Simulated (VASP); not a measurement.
Here is a VASP 6.6.1 calculation.

File INCAR:

```
PREC     = Accurate       # precision mode
ENCUT    = 520            # plane-wave cutoff, eV
EDIFF    = 1E-6           # SCF threshold, eV
ISMEAR   = -1             # smearing method
SIGMA    = 0.02           # smearing width, eV
LREAL    = False          # projectors in reciprocal space
LASPH    = True           # aspherical terms in the spheres
NELM     = 80             # most SCF steps
ALGO     = Normal         # electronic algorithm
ISIF     = 2              # what is computed and relaxed
LWAVE    = False          # write WAVECAR
LCHARG   = False          # write CHGCAR
GGA      = PE             # functional
NBANDS   = 31             # bands
```

Contents of KPOINTS:

```
Automatic mesh
0
Gamma
  6 6 4
```

File POSCAR:

```
In2BiP
1.0
    4.4637667414      0.0000000000      0.0000000000
    0.0000000000      4.4637667414      0.0000000000
    0.0000000000      0.0000000000      6.3845452081
P In Bi
1 2 1
Direct
    0.0000000000      0.0000000000      0.0000000000
    0.0000000000      0.5000000000      0.7820975152
    0.5000000000      0.0000000000      0.2179024848
    0.5000000000      0.5000000000      0.5000000000
```

Potentials or basis: VASP PAW PBE potentials, release 64 (P, In_d, Bi_d).

Run with:

```sh
$ cat potpaw_PBE.64/P/POTCAR potpaw_PBE.64/In_d/POTCAR potpaw_PBE.64/Bi_d/POTCAR > POTCAR
$ mpirun -np 1 vasp_std > vasp.out
```

(1) What does it give for the band gap on the k mesh?

(2) Predict the pressure.

## Answers

(1) zero (filled and empty bands touch).

(2) 1.3 GPa.

Caveat: spin-orbit coupling is left out, which moves the levels of the heavy elements.
